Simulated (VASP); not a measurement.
# Si12O23 (a cell with a defect) in VASP: further runs

Runs on Si12O23 (a cell with a defect). Level: PBE. Tasks: single point.

All numbers are computed with VASP 6.6.1; they aren't measurements. Logs are shortened: lines on timing, memory, paths and dates and some standing lists are left out, and cuts for length are marked.

**1. The cell of the first run**

The cell holds a defect, 35 atoms: a = 7.278 Å, b = 7.278 Å, c = 9.783 Å, α = 70.36°, β = 70.36°, γ = 71.19°.

**2. Single point, PBE, collinear spin**

INCAR

```
PREC = Accurate
ENCUT = 520
EDIFF = 1E-7
ISMEAR = 0
SIGMA = 0.02
LREAL = Auto
LASPH = True
NELM = 150
ALGO = Normal
ISIF = 2
LWAVE = False
LCHARG = False
ISPIN = 2
MAGMOM = 0 0 0 0 0 0 0 0 0 0 0 0 0 0 0 0 0 0 0 0 0 0 0 0 0 0 0 0 0.06 0 0 0 0 0 0
LORBIT = 11
GGA = PE
NELECT = 185.0
NBANDS = 120
```

KPOINTS

```
Automatic mesh
0
Gamma
  2 2 1
```

POSCAR

```
Si12O23
1.0
   -2.4457500000      4.2361630000      5.3885000000
    4.8915000000      0.0000000000      5.3885000000
    4.8915000000      8.4723270000      0.0000000000
Si O
12 23
Direct
    0.0946842012      0.5769221827      0.9478121288
    0.3968522818      0.9387960433      0.0332586369
    0.0139653473     -0.0247442283      0.2651254505
    0.0971144596      0.5515270918      0.4593987366
    0.3993470472      0.9364803631      0.5329055187
   -0.0003786891      0.0074012372      0.7674432525
    0.6043731558      0.0747319755      0.1987235383
    0.9091966167      0.4306796011      0.2750653902
    0.5006253028      0.4931913438      0.5204266332
    0.5997469287      0.0674584160      0.7019677417
    0.8851961337      0.4401220439      0.7901139664
    0.4814824671      0.5098446184      0.0261947854
    0.3109248193      0.4518299362      0.9862114369
    0.9156490087      0.5416697257      0.1005618112
    0.9793109937      0.1875771941      0.2933355857
    0.5645647183      0.9926075931      0.0760681014
    0.5802711102      0.3169050984      0.1457820258
    0.3190553797      0.4469088033      0.4849067329
    0.9157001728      0.5110534692      0.6089043552
    0.9114907790      0.1968222951      0.8437101740
    0.1760203614      0.0492679378      0.6131020507
    0.5731429137      0.9854271893      0.5765436338
    0.5776742419      0.3075253498      0.6521865540
    0.8351260991      0.9561146914      0.2119343031
    0.4352448152      0.0192098568      0.3517246228
    0.4247359923      0.6953733145      0.5786179056
    0.6832182921      0.5068041631      0.3686878410
    0.0727778799      0.4787331157      0.3286837297
    0.0762542081      0.7973297206      0.4028190537
    0.8188860108      0.9563165502      0.7336496077
    0.4176790982      0.0185896222      0.8564277864
    0.3566412481      0.7144802143      0.1030273667
    0.6632653006      0.5579934913      0.8757583453
    0.0636031833      0.4911135282      0.8263668940
    0.0931038028      0.8136450142      0.8876164855
```

Potentials or basis: VASP PAW PBE potentials, release 64 (Si, O).

Run with:

```console
> cat potpaw_PBE.64/Si/POTCAR potpaw_PBE.64/O/POTCAR > POTCAR
> mpirun -np 1 vasp_std > vasp.out
```

OUTCAR:

```text
PREC = Accurate
   ENCUT = 520
   EDIFF = 1E-7
   ISMEAR = 0
   LREAL = Auto
   LASPH = True
   NELM = 150
   ISIF = 2
   ISPIN = 2
   LORBIT = 11
   GGA = PE
   NELECT = 185.0

 ion  position               nearest neighbor table
   1  0.095  0.577  0.948-  34 1.62  35 1.62  14 1.63  13 1.64   8 2.99  12 3.01   6 3.02  11 3.05

   2  0.397  0.939  0.033-  31 1.60  16 1.61  32 1.63   3 2.94  12 3.00  10 3.03   7 3.09
   3  0.014  0.975  0.265-  15 1.59  29 1.60  24 1.61   2 2.94   4 3.02   7 3.07
   4  0.097  0.552  0.459-  18 1.61  28 1.62  19 1.62  29 1.66   3 3.02  11 3.03   9 3.06   8 3.07

   5  0.399  0.936  0.533-  26 1.62  25 1.63  21 1.63  22 1.63   6 3.06  10 3.06   7 3.07   9 3.10

   6  1.000  0.007  0.767-  35 1.62  21 1.63  30 1.63  20 1.63   1 3.02  11 3.05  10 3.05   5 3.06

   7  0.604  0.075  0.199-  25 1.61  17 1.63  16 1.65  24 1.65  12 3.05   5 3.07   3 3.07   2 3.09

   8  0.909  0.431  0.275-  27 1.61  14 1.62  28 1.62  15 1.64   1 2.99   4 3.07   9 3.14
   9  0.501  0.493  0.520-  26 1.62  23 1.62  27 1.62  18 1.63  10 3.00   4 3.06   5 3.10   8 3.14

  10  0.600  0.067  0.702-  23 1.62  30 1.62  22 1.62  31 1.66   9 3.00   2 3.03   6 3.05   5 3.06

  11  0.885  0.440  0.790-  19 1.63  34 1.63  20 1.63  33 1.65   4 3.03   1 3.05   6 3.05  12 3.08
[... 24 lines left out ...]
  34  0.064  0.491  0.826-   1 1.62  11 1.63
  35  0.093  0.814  0.888-   1 1.62   6 1.62

  LATTYP: Found a base centered monoclinic cell.
 ALAT       =    11.8351383188
 B/A-ratio  =     0.7158620513
 C/A-ratio  =     0.8266063436
 COS(beta)  =    -0.4133031352

  Lattice vectors:

 A1 = (   2.4457500000,  -4.2361630000,  -5.3885000000)
 A2 = (  -4.8915000000,   0.0000000000,  -5.3885000000)
 A3 = (   4.8915000000,   8.4723270000,   0.0000000000)

Analysis of symmetry for initial positions (statically):
=====================================================================
 Subroutine PRICEL returns:
 Original cell was already a primitive cell.

 Routine SETGRP: Setting up the symmetry group for a
 base centered monoclinic supercell.

 Subroutine GETGRP returns: Found  1 space group operations
 (whereof  1 operations were pure point group operations)
 out of a pool of  4 trial point group operations.

The static configuration has the point symmetry C_1 .

Analysis of symmetry for dynamics (positions and initial velocities):
=====================================================================
 Subroutine PRICEL returns:
 Original cell was already a primitive cell.

 Routine SETGRP: Setting up the symmetry group for a
 base centered monoclinic supercell.

 Subroutine GETGRP returns: Found  1 space group operations
 (whereof  1 operations were pure point group operations)
 out of a pool of  4 trial point group operations.

The dynamic configuration has the point symmetry C_1 .

Analysis of structural, dynamic, and magnetic symmetry:
=====================================================================
 Subroutine PRICEL returns:
 Original cell was already a primitive cell.

 Routine SETGRP: Setting up the symmetry group for a
 base centered monoclinic supercell.

 Subroutine GETGRP returns: Found  1 space group operations
 (whereof  1 operations were pure point group operations)
 out of a pool of  4 trial point group operations.

The overall configuration has the point symmetry C_1 .

 Subroutine INISYM returns: Found  1 space group operations
 (whereof  1 operations are pure point group operations),
 and found     1 'primitive' translations

----------------------------------------------------------------------------------------

                                     Primitive cell

  volume of cell :     446.6246

  direct lattice vectors                    reciprocal lattice vectors
    -2.445750000  4.236163000  5.388500000    -0.102218137  0.059015665  0.092790204
     4.891500000  0.000000000  5.388500000     0.102218137 -0.059015665  0.092790199
     4.891500000  8.472327000  0.000000000     0.051109062  0.088523498 -0.046395097

  length of vectors
     7.277547820  7.277547973  9.783000411     0.150137997  0.150137994  0.112254403

  position of ions in fractional coordinates (direct lattice)
     0.094684201  0.576922183  0.947812129
     0.396852282  0.938796043  0.033258637
[... 112 lines left out ...]
 Subroutine IBZKPT returns following result:
 ===========================================

 Found      4 irreducible k-points:

 Following reciprocal coordinates:
            Coordinates               Weight
  0.000000  0.000000  0.000000      1.000000
  0.500000  0.000000 -0.000000      1.000000
  0.000000  0.500000  0.000000      1.000000
  0.500000  0.500000  0.000000      1.000000
   k-points           NKPTS =      4   k-points in BZ     NKDIM =      4   number of bands    NBANDS=    120
   number of dos      NEDOS =    301   number of ions     NIONS =     35
   total plane-waves  NPLWV = 233280
   dimension x,y,z NGX =    54 NGY =   54 NGZ =   80
   dimension x,y,z NGXF=   108 NGYF=  108 NGZF=  160
   ions per type =              12  23
   NGX,Y,Z   is equivalent  to a cutoff of  12.34, 12.34, 13.59 a.u.
   NGXF,Y,Z  is equivalent  to a cutoff of  24.67, 24.67, 27.19 a.u.
 SYSTEM =  unknown system
   PREC   = accura    normal or accurate (medium, high low for compatibility)
   ISTART =      0    job   : 0-new  1-cont  2-samecut
   ICHARG =      2    charge: 1-file 2-atom 10-const
   ISPIN  =      2    spin polarized calculation?
   LNONCOLLINEAR =      F non collinear calculations
   LSORBIT =      F    spin-orbit coupling
   LASPH  =      T    aspherical Exc in radial PAW
   ENCUT  =  520.0 eV  38.22 Ry    6.18 a.u.  13.53 13.53 18.19*2*pi/ulx,y,z
   NELM   =    150;   NELMIN=  2; NELMDL= -5     # of ELM steps
   EDIFF  = 0.1E-06   stopping-criterion for ELM
   LREAL  =      T    real-space projection
   EDIFFG = 0.1E-05   stopping-criterion for IOM
   NSW    =      0    number of steps for IOM
   IBRION =     -1    ionic relax: 0-MD 1-quasi-New 2-CG
   NFREE  =      0    steps in history (QN), initial steepest desc. (CG)
   ISIF   =      2    stress and relaxation
   ISYM   =      2    0-nonsym 1-usesym 2-fastsym
   POTIM  = 0.5000    time-step for ionic-motion
   TEBEG  =    0.0;   TEEND  =   0.0 temperature during run
   PSTRESS=    0.0 pullay stress
   NELECT =     185.0000    total number of electrons
   NUPDOWN=      -1.0000    fix difference up-down
   EMIN   =  10.00;   EMAX   =-10.00  energy-range for DOS
   EFERMI =   0.00;   METHOD = LEGACY
   ISMEAR =     0;   SIGMA  =   0.02  broadening in eV -4-tet -1-fermi 0-gaus
   EFERMI_NEDOS =   21; number of points for ismear=-14 and -15
   IALGO  =     38    algorithm
   IMIX   =      4    mixing-type and parameters
     AMIX     =   0.40;   BMIX     =  1.00
     AMIX_MAG =   1.60;   BMIX_MAG =  1.00
  volume/ion in A,a.u.               =      12.76        86.11
  Fermi-wavevector in a.u.,A,eV,Ry     =   1.220350  2.306128 20.262544  1.489255
  Thomas-Fermi vector in A             =   2.355571
   LORBIT       =     11    0 simple, 1 ext, 2 COOP (PROOUT), +10 PAW based schemes
   GGA     = PE    functional components
   LHFCALC =     F    Hartree Fock is set to
   AEXX    =    0.0000 exact exchange contribution
   IVDW    =     0    specifies the selected vdW correction
   LEPSILON=     F    determine dielectric tensor
   LRPA    =     F    only Hartree local field effects (RPA)
 spin polarized calculation
 Gauss-broadening in eV      SIGMA  =   0.02
  energy-cutoff  :      520.00
  volume of cell :      446.62
 maximum number of plane-waves:     12027
   NGX = 27   NGY = 27   NGZ = 37

 number of electron     184.9999983 magnetization       1.0000855

 Free energy of the ion-electron system (eV)
  ---------------------------------------------------
  ext. energy  EPLUGINS =         0.00000000
  ---------------------------------------------------
  free energy    TOTEN  =      -275.71608998 eV

  energy without entropy =     -275.71608998  energy(sigma->0) =     -275.71608998

 E-fermi :   1.9848     XC(G=0):  -9.1946

 val. band max:        1.8834374088   @ k =   0.5000   0.5000   0.0000
 cond. band min:       3.1044291638   @ k =   0.0000   0.0000   0.0000
 fundamental gap:      1.2209917550
 Fermi energy:         1.9848090245

 spin component 1

 k-point     1 :       0.0000    0.0000    0.0000
  band No.  band energies     occupation
      1     -18.2232      1.00000
      2     -17.8015      1.00000
      3     -17.6827      1.00000
      4     -17.5445      1.00000
      5     -17.3189      1.00000
      6     -17.2098      1.00000
[... 417 lines left out ...]
    103      10.1773      0.00000
    104      10.3709      0.00000
 Fermi energy:         1.9848090245

 spin component 2

 k-point     1 :       0.0000    0.0000    0.0000
  band No.  band energies     occupation
      1     -18.1851      1.00000
      2     -17.7523      1.00000
      3     -17.6578      1.00000
      4     -17.5345      1.00000
      5     -17.2827      1.00000
      6     -17.1762      1.00000
[... 417 lines left out ...]
    103      10.2423      0.00000
    104      10.4075      0.00000
 [bands above 104 left out]

------------------------ aborting loop because EDIFF is reached ----------------------------------------

  FORCE on cell =-STRESS in cart. coord.  units (eV):
  Direction    XX          YY          ZZ          XY          YZ          ZX
  --------------------------------------------------------------------------------------
  -------------------------------------------------------------------------------------
  Total      -12.2364422      0.0355065     -1.2967213      0.3951412     -2.1993721      3.2415608
  in kB      -43.8958140      0.1273724     -4.6517309      1.4174908     -7.8898122     11.6284576
  external PRESSURE =     -16.1400575 kB  Pullay stress =       0.0000000 kB

 VOLUME and BASIS-vectors are now :
 -----------------------------------------------------------------------------
  energy-cutoff  :      520.00
  volume of cell :      446.62
      direct lattice vectors                 reciprocal lattice vectors
    -2.445750000  4.236163000  5.388500000    -0.102218137  0.059015665  0.092790204
     4.891500000  0.000000000  5.388500000     0.102218137 -0.059015665  0.092790199
     4.891500000  8.472327000  0.000000000     0.051109062  0.088523498 -0.046395097

 POSITION                                       TOTAL-FORCE (eV/Angst)
 -----------------------------------------------------------------------------------
      7.22666      8.43127      3.61895        -0.094066      0.064652      0.034872
      3.78420      1.96291      7.19714         0.010494      0.018156     -0.334896
      6.03317      2.30539      5.33042         0.320288     -0.085338      0.091468
      4.70743      4.30357      3.49520         0.002140     -0.021194      0.008733
      6.21080      6.20665      7.19811         0.011546      0.043179     -0.013272
      1.34533     10.73659      5.42634         0.049145      0.026688     -0.017184
[... 27 lines left out ...]
      6.28890      7.27068      2.98909         0.029296      0.002902     -0.045673
      8.09401      7.91458      4.88602         0.007469     -0.013001     -0.020707
 -----------------------------------------------------------------------------------
    total drift:                                0.021318     -0.001090     -0.004819

  FREE ENERGIE OF THE ION-ELECTRON SYSTEM (eV)
  ---------------------------------------------------
  free  energy   TOTEN  =      -275.7160899775 eV

  energy  without entropy=     -275.7160899775  energy(sigma->0) =     -275.71608998

 total charge

# of ion       s       p       d       tot
------------------------------------------
    1        0.645   0.987   0.000   1.632
    2        0.667   0.927   0.000   1.594
    3        0.661   0.939   0.000   1.600
    4        0.641   0.980   0.000   1.621
    5        0.638   0.976   0.000   1.614
    6        0.640   0.973   0.000   1.613
[... 27 lines left out ...]
   34        1.551   3.679   0.000   5.230
   35        1.552   3.684   0.000   5.236
--------------------------------------------------
tot         43.390  96.003   0.000 139.393

 magnetization (x)

# of ion       s       p       d       tot
------------------------------------------
    1        0.000  -0.000   0.000   0.000
    2        0.034   0.066   0.000   0.100
    3        0.031   0.056   0.000   0.087
    4        0.000   0.000   0.000   0.000
    5       -0.000   0.000   0.000   0.000
    6        0.000   0.000   0.000   0.000
[... 27 lines left out ...]
   34        0.000   0.001   0.000   0.001
   35        0.000   0.000   0.000   0.001
--------------------------------------------------
tot          0.103   0.380   0.000   0.483
```

Wall time 15 min (1 thread of Intel Xeon Platinum 8488C (Sapphire Rapids), shared host); peak memory 0.81 GiB.

Results:

```
Free energy                                           : -275.7161 eV
Largest force                                         : 2.047 eV/Å
Net moment                                            : 1.00 μB per cell
Site moments                                          : Si +0.00, +0.10, +0.09, -0.00, +0.01 (each value once); O +0.00, +0.06, +0.05, +0.03, +0.04, +0.02 (each value once) μB
Valence electrons inside the program's atomic spheres : Si 1.63, 1.59, 1.60, 1.62, 1.61, 1.56 (each value once); O 5.22, 5.24, 5.21, 5.23, 5.14, 5.20 (each value once)
```

Forces in eV/Å, atoms in the order of the input:
```
Si  -0.094  0.065  0.035
Si   0.010  0.018 -0.335
Si   0.320 -0.085  0.091
Si   0.002 -0.021  0.009
Si   0.012  0.043 -0.013
Si   0.049  0.027 -0.017
Si   0.029 -0.154  0.022
Si   0.087 -0.045  0.041
Si   0.026  0.025 -0.016
Si   0.120  0.098 -0.128
Si   0.139 -0.018 -0.019
Si   0.402  0.015  0.076
O    0.048 -0.036  0.008
O    0.026 -0.040  0.044
O    0.258  0.036  0.055
O    0.198  0.048 -0.105
O    0.050 -0.038 -0.048
O    0.054  0.019  0.003
O    0.128  0.005  0.070
O    0.040 -0.061  0.008
O    0.021 -0.033 -0.025
O    0.047  0.074  0.025
O    0.017  0.063 -0.034
O    0.028 -0.115  0.019
O   -0.021  0.065  0.021
O    0.016  0.001 -0.010
O    0.059 -0.009 -0.026
O    0.022 -0.014  0.002
O   -0.207 -0.185  0.151
O    0.019 -0.015 -0.007
O    0.032 -0.066  0.018
O   -2.022  0.247  0.202
O    0.047  0.098 -0.050
O    0.029  0.003 -0.046
O    0.007 -0.013 -0.021
```

Caveat: the k points lie up to 0.71 Å⁻¹ apart; the cell carries a net charge on a neutralising background, which shifts energy and pressure; the cell is charged against a uniform background, so pressure and absolute levels hang on convention.

[end of part 1 of 2]
